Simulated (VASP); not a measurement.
Crystal: Si.

```xyz
4
Lattice="3.8321 0.0000 0.0000 -1.9161 3.3187 0.0000 0.0000 0.0000 6.3412" Properties=species:S:1:pos:R:3 pbc="T T T"
Si    0.0000    2.2125    0.0036
Si    1.9161    1.1062    3.1742
Si    0.0000    2.2125    2.3744
Si    1.9161    1.1062    5.5450
```

This isn't the form of Si at room conditions, which is diamond.

Base run:

```yaml
Program: VASP 6.6.1
Functional: r2SCAN
Potentials_or_basis: VASP PAW PBE potentials, release 64 (Si)
Cutoff: 520 eV
k_mesh: 12 × 12 × 4
Occupations: fermi-dirac, width 0.02 eV
Spin: no spin polarisation
```

Its results: band gap on the k mesh 0.62 eV (least direct gap 1.38 eV); pressure -0.2 GPa.

Task: The run is repeated on the same cell with these changes: functional from r2SCAN to PBE; further incar settings from ALGO = Normal; EDIFF = 1e-06; NBANDS = 16 to ALGO = Normal; EDIFF = 1e-07; NBANDS = 16. What comes out?

Result: Band gap on the k mesh 0.43 eV (least direct gap 1.04 eV); pressure 1.2 GPa.

Caveats: the PAW data sets were made with another functional, which shifts forces and pressure a little (at least some runs).

A k mesh can miss the band edges.
